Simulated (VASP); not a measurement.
Input of a VASP 6.6.1 run:

File INCAR:

```
PREC     = Accurate       # precision mode
ENCUT    = 500            # plane-wave cutoff, eV
EDIFF    = 1E-6           # SCF threshold, eV
ISMEAR   = 0              # smearing method
SIGMA    = 0.01           # smearing width, eV
LREAL    = False          # projectors in reciprocal space
LASPH    = True           # aspherical terms in the spheres
NELM     = 120            # most SCF steps
ALGO     = Normal         # electronic algorithm
ISIF     = 2              # what is computed and relaxed
LWAVE    = False          # write WAVECAR
LCHARG   = False          # write CHGCAR
GGA      = PE             # functional
NBANDS   = 11             # bands
GGA_COMPAT= False
```

Contents of KPOINTS:

```
Automatic mesh
0
Gamma
  4 4 4
```

File POSCAR:

```
BAs
1.0
    0.0000000000      2.3216190800      2.3216190800
    2.3216190800      0.0000000000      2.3216190800
    2.3216190800      2.3216190800      0.0000000000
B As
1 1
Direct
    0.0000000000      0.0000000000      0.0000000000
    0.2500000000      0.2500000000      0.2500000000
```

Potentials or basis: VASP PAW PBE potentials, release 64 (B, As).

Command:

```sh
$ cat potpaw_PBE.64/B/POTCAR potpaw_PBE.64/As/POTCAR > POTCAR
$ mpirun -np 1 vasp_std > vasp.out
```

Problem. Estimate the band gap on the k mesh.

Solution. 1.29 eV, indirect (least direct gap 3.37 eV).

Problem. Estimate the pressure.

Solution. 19.0 GPa.

Caveat: the k points lie up to 0.59 Å⁻¹ apart. A hybrid or GW would open this gap; PBE tends to underestimate it.
